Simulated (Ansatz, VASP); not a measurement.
HfN in VASP and in Ansatz

```
Hf N
1.0
     0.00000    2.27353    2.27353
     2.27353    0.00000    2.27353
     2.27353    2.27353    0.00000
Hf N
1 1
Direct
  0.00000 0.00000 0.00000
  0.50000 0.50000 0.50000
```

Alike in both runs: task relaxation of cell and atoms; functional PBE; k mesh 20 × 20 × 20; occupations gaussian, width 0.1 eV; no spin polarisation.

```csv
,VASP,Ansatz
version,VASP 6.6.1,Ansatz 0.2.0
potentials or method,"VASP PAW PBE potentials, release 64 (Hf_pv, N), cutoff 600 eV","scalar-relativistic, plane waves, PAW"
valence electrons in the cell,15,31
```

VASP gave:

| Quantity | Value |
| --- | --- |
| gap on the k mesh at the Fermi level, each at its own relaxed structure (eV) | none |
| relaxed volume (Å³/atom) | 11.65 |
| relaxed cell length with the largest relative difference (Å) | 3.206 |

Question: What did Ansatz give for the same quantities?

Answer: gap on the k mesh at the Fermi level, each at its own relaxed structure (eV): none; relaxed volume (Å³/atom): 11.76; relaxed cell length with the largest relative difference (Å): 3.216.

A gap of «none» marks a metal or a gap that the smearing closes. VASP's potentials hold 15 valence electrons a cell and Ansatz's 31, so a difference there can come from the potentials and not from the codes.

Spin-orbit coupling is off throughout.
